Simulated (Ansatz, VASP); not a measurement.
## CaO: VASP beside Ansatz

```
Ca O
1.0
     2.90321    0.00000    0.00000
     0.00000    2.90321    0.00000
     0.00000    0.00000    2.90321
Ca O
1 1
Direct
  0.00000 0.00000 0.00000
  0.50000 0.50000 0.50000
```

Alike in both runs: task single point; functional r2SCAN; k mesh 8 × 8 × 8; no spin polarisation.

```csv
,VASP,Ansatz
version,VASP 6.6.1,Ansatz 0.2.0
potentials or method,"VASP PAW PBE potentials, release 64 (Ca_sv, O_h)","plane waves, PAW"
plane-wave cutoff (eV),910,500
occupations,"gaussian, width 0.01 eV",fixed
valence electrons in the cell,16,16
```

```csv
,VASP,Ansatz,Ansatz less VASP
gap on the k mesh at the Fermi level (eV),3.28,3.28,-0.005
```

VASP's potentials were made for PBE, not for r2SCAN.

Noted on VASP's run: the cutoff is short for stress, so the pressure is rough.
